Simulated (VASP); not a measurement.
# ScTa3V (Pm-3m) in VASP: further runs, part 2 of 2

VASP 6.6.1. The steps go on from the part before.

## Step 3: Single point, r2SCAN, collinear spin, ferromagnetic start

This run uses another cell than the first one, of 21.29 Å³/atom.

POSCAR reads:

```
ScTa3V
1.0
    4.7389415357      0.0000000000      0.0000000000
    0.0000000000      4.7389415357      0.0000000000
    0.0000000000      0.0000000000      4.7389415357
Sc Ta V
1 3 1
Direct
    0.5000000000      0.5000000000      0.5000000000
    0.0000000000      0.5000000000      0.5000000000
    0.5000000000      0.0000000000      0.5000000000
    0.5000000000      0.5000000000      0.0000000000
    0.0000000000      0.0000000000      0.0000000000
```

INCAR.step1 reads:

```
PREC = Accurate ; ENCUT = 520
ISMEAR = 0 ; SIGMA = 0.1
LREAL = False ; LASPH = True
NELM = 150 ; ISPIN = 2
MAGMOM = 0 0 0 0 2.34 ; LMAXMIX = 4
NBANDS = 40 ; GGA = PE
ALGO = Normal ; EDIFF = 1E-4
LWAVE = True ; LCHARG = False
```

INCAR.step2 reads:

```
PREC = Accurate ; ENCUT = 520
EDIFF = 1E-6 ; ISMEAR = 0
SIGMA = 0.1 ; LREAL = False
LASPH = True ; NELM = 150
ALGO = Normal ; ISIF = 2
LWAVE = False ; LCHARG = False
ISPIN = 2 ; MAGMOM = 0 0 0 0 2.34
LORBIT = 11 ; LMAXMIX = 4
METAGGA = R2SCAN ; LMIXTAU = True
NBANDS = 40 ; ISTART = 1
```

KPOINTS reads:

```
Automatic mesh
0
Gamma
  4 4 4
```

Potentials or basis: VASP PAW PBE potentials, release 64 (Sc_sv, Ta_pv, V_sv).

Run with:

```
$ cat potpaw_PBE.64/Sc_sv/POTCAR potpaw_PBE.64/Ta_pv/POTCAR potpaw_PBE.64/V_sv/POTCAR > POTCAR
$ cp INCAR.step1 INCAR
$ mpirun -np 1 vasp_std > vasp.out
$ cp INCAR.step2 INCAR
$ mpirun -np 1 vasp_std > vasp.out
```

OUTCAR:

```text
PREC = Accurate
   ENCUT = 520
   EDIFF = 1E-6
   ISMEAR = 0
   LREAL = False
   LASPH = True
   NELM = 150
   ISIF = 2
   ISPIN = 2
   LORBIT = 11
   METAGGA = R2SCAN
   ISTART = 1

 ion  position               nearest neighbor table
   1  0.500  0.500  0.500-   2 2.37   3 2.37   4 2.37   4 2.37   3 2.37   2 2.37
   2  0.000  0.500  0.500-   1 2.37   1 2.37   4 3.35   4 3.35   3 3.35   3 3.35   3 3.35   4 3.35
                             4 3.35   3 3.35
   3  0.500  0.000  0.500-   1 2.37   1 2.37   4 3.35   4 3.35   2 3.35   2 3.35   4 3.35   4 3.35
                             2 3.35   2 3.35
   4  0.500  0.500  0.000-   1 2.37   1 2.37   3 3.35   2 3.35   2 3.35   3 3.35   3 3.35   3 3.35
                             2 3.35   2 3.35
   5  0.000  0.000  0.000-

  LATTYP: Found a simple cubic cell.
 ALAT       =     4.7389415357

  Lattice vectors:

 A1 = (   4.7389415357,   0.0000000000,   0.0000000000)
 A2 = (   0.0000000000,   4.7389415357,   0.0000000000)
 A3 = (   0.0000000000,   0.0000000000,   4.7389415357)

Analysis of symmetry for initial positions (statically):
=====================================================================
 Subroutine PRICEL returns:
 Original cell was already a primitive cell.

 Routine SETGRP: Setting up the symmetry group for a
 simple cubic supercell.

 Subroutine GETGRP returns: Found 48 space group operations
 (whereof 48 operations were pure point group operations)
 out of a pool of 48 trial point group operations.

The static configuration has the point symmetry O_h .

Analysis of symmetry for dynamics (positions and initial velocities):
=====================================================================
 Subroutine PRICEL returns:
 Original cell was already a primitive cell.

 Routine SETGRP: Setting up the symmetry group for a
 simple cubic supercell.

 Subroutine GETGRP returns: Found 48 space group operations
 (whereof 48 operations were pure point group operations)
 out of a pool of 48 trial point group operations.

The dynamic configuration has the point symmetry O_h .

Analysis of structural, dynamic, and magnetic symmetry:
=====================================================================
 Subroutine PRICEL returns:
 Original cell was already a primitive cell.

 Routine SETGRP: Setting up the symmetry group for a
 simple cubic supercell.

 Subroutine GETGRP returns: Found 48 space group operations
 (whereof 48 operations were pure point group operations)
 out of a pool of 48 trial point group operations.

The overall configuration has the point symmetry O_h .

 Subroutine INISYM returns: Found 48 space group operations
 (whereof 48 operations are pure point group operations),
 and found     1 'primitive' translations

----------------------------------------------------------------------------------------

                                     Primitive cell

  volume of cell :     106.4251

  direct lattice vectors                    reciprocal lattice vectors
     4.738941536  0.000000000  0.000000000     0.211017585  0.000000000  0.000000000
     0.000000000  4.738941536  0.000000000     0.000000000  0.211017585  0.000000000
     0.000000000  0.000000000  4.738941536     0.000000000  0.000000000  0.211017585

  length of vectors
[... 74 lines left out ...]
   LREAL  =      F    real-space projection
   EDIFFG = 0.1E-04   stopping-criterion for IOM
   NSW    =      0    number of steps for IOM
   IBRION =     -1    ionic relax: 0-MD 1-quasi-New 2-CG
   NFREE  =      0    steps in history (QN), initial steepest desc. (CG)
   ISIF   =      2    stress and relaxation
   ISYM   =      2    0-nonsym 1-usesym 2-fastsym
   POTIM  = 0.5000    time-step for ionic-motion
   TEBEG  =    0.0;   TEEND  =   0.0 temperature during run
   PSTRESS=    0.0 pullay stress
   NELECT =      57.0000    total number of electrons
   NUPDOWN=      -1.0000    fix difference up-down
   EMIN   =  10.00;   EMAX   =-10.00  energy-range for DOS
   EFERMI =   0.00;   METHOD = LEGACY
   ISMEAR =     0;   SIGMA  =   0.10  broadening in eV -4-tet -1-fermi 0-gaus
   EFERMI_NEDOS =   21; number of points for ismear=-14 and -15
   IALGO  =     38    algorithm
   IMIX   =      4    mixing-type and parameters
     AMIX     =   0.40;   BMIX     =  1.00
     AMIX_MAG =   1.60;   BMIX_MAG =  1.00
  volume/ion in A,a.u.               =      21.29       143.64
  Fermi-wavevector in a.u.,A,eV,Ry     =   1.329490  2.512372 24.048894  1.767544
  Thomas-Fermi vector in A             =   2.458649
   LORBIT       =     11    0 simple, 1 ext, 2 COOP (PROOUT), +10 PAW based schemes
   METAGGA = R2SCAN    functional components
   LHFCALC =     F    Hartree Fock is set to
   AEXX    =    0.0000 exact exchange contribution
   IVDW    =     0    specifies the selected vdW correction
   LEPSILON=     F    determine dielectric tensor
   LRPA    =     F    only Hartree local field effects (RPA)
 spin polarized calculation
 Gauss-broadening in eV      SIGMA  =   0.10
  energy-cutoff  :      520.00
  volume of cell :      106.43
 maximum number of plane-waves:      2897
 NGX is ok and might be reduce to    36
   NGX = 17   NGY = 17   NGZ = 17

 number of electron      57.0000006 magnetization       0.0019322

 Free energy of the ion-electron system (eV)
  ---------------------------------------------------
  ext. energy  EPLUGINS =         0.00000000
  ---------------------------------------------------
  free energy    TOTEN  =      -160.13368019 eV

  energy without entropy =     -160.07609883  energy(sigma->0) =     -160.10488951

 E-fermi :   4.3267     XC(G=0): -12.0839

 val. band max:        4.3178028838   @ k =   0.2500   0.2500   0.0000
 cond. band min:       4.3348463106   @ k =   0.2500   0.2500   0.0000
 fundamental gap:      0.0170434268
 Fermi energy:         4.3266797427

 spin component 1

 k-point     1 :       0.0000    0.0000    0.0000
  band No.  band energies     occupation
      1     -62.9911      1.00000
      2     -44.4134      1.00000
      3     -35.6590      1.00000
      4     -35.6590      1.00000
      5     -35.6590      1.00000
      6     -31.7738      1.00000
[... 419 lines left out ...]
     39       8.1277      0.00000
     40       8.1277      0.00000
 Fermi energy:         4.3266797427

 spin component 2

 k-point     1 :       0.0000    0.0000    0.0000
  band No.  band energies     occupation
      1     -62.9916      1.00000
      2     -44.4133      1.00000
      3     -35.6594      1.00000
      4     -35.6594      1.00000
      5     -35.6594      1.00000
      6     -31.7734      1.00000
[... 419 lines left out ...]
     39       8.1283      0.00000
     40       8.1283      0.00000

------------------------ aborting loop because EDIFF is reached ----------------------------------------

  FORCE on cell =-STRESS in cart. coord.  units (eV):
  Direction    XX          YY          ZZ          XY          YZ          ZX
  --------------------------------------------------------------------------------------
  -------------------------------------------------------------------------------------
  Total       -2.2521086     -2.2521086     -2.2521086     -0.0000000     -0.0000000     -0.0000000
  in kB      -33.9043836    -33.9043836    -33.9043836     -0.0000000     -0.0000000     -0.0000000
  external PRESSURE =     -33.9043836 kB  Pullay stress =       0.0000000 kB

 VOLUME and BASIS-vectors are now :
 -----------------------------------------------------------------------------
  energy-cutoff  :      520.00
  volume of cell :      106.43
      direct lattice vectors                 reciprocal lattice vectors
     4.738941536  0.000000000  0.000000000     0.211017585  0.000000000  0.000000000
     0.000000000  4.738941536  0.000000000     0.000000000  0.211017585  0.000000000
     0.000000000  0.000000000  4.738941536     0.000000000  0.000000000  0.211017585

 POSITION                                       TOTAL-FORCE (eV/Angst)
 -----------------------------------------------------------------------------------
      2.36947      2.36947      2.36947         0.000000      0.000000      0.000000
      0.00000      2.36947      2.36947         0.000000      0.000000      0.000000
      2.36947      0.00000      2.36947         0.000000      0.000000      0.000000
      2.36947      2.36947      0.00000         0.000000      0.000000      0.000000
      0.00000      0.00000      0.00000         0.000000      0.000000      0.000000
 -----------------------------------------------------------------------------------
    total drift:                                0.000000      0.000000      0.000000

  FREE ENERGIE OF THE ION-ELECTRON SYSTEM (eV)
  ---------------------------------------------------
  free  energy   TOTEN  =      -160.1336801920 eV

  energy  without entropy=     -160.0760988255  energy(sigma->0) =     -160.10488951

 total charge

# of ion       s       p       d       tot
------------------------------------------
    1        2.432   6.218   2.439  11.090
    2        0.361   6.084   2.357   8.802
    3        0.361   6.084   2.357   8.802
    4        0.361   6.084   2.357   8.802
    5        2.199   6.083   2.770  11.052
--------------------------------------------------
tot          5.715  30.553  12.281  48.549

 magnetization (x)

# of ion       s       p       d       tot
------------------------------------------
    1        0.000   0.000   0.000   0.000
    2       -0.000   0.000   0.000   0.000
    3       -0.000   0.000   0.000   0.000
    4       -0.000   0.000   0.000   0.000
    5       -0.000   0.000  -0.000  -0.000
--------------------------------------------------
tot          0.000   0.000   0.001   0.001
```

Wall time 8.3 min (1 thread of Intel Xeon Platinum 8259CL at 2.50GHz (Skylake/Cascade Lake), shared host); peak memory 0.3 GiB.

What came out:

- Free energy: -160.1337 eV
- Pressure: -3.4 GPa
- Net moment: 0.00 μB per cell
- Valence electrons inside the program's atomic spheres: Sc 11.09; Ta 8.80; V 11.05

Caveat: the cell stands under tension; the PAW data sets were made with another functional, which shifts forces and pressure a little; spin-orbit coupling is left out, which moves the levels of the heavy elements.
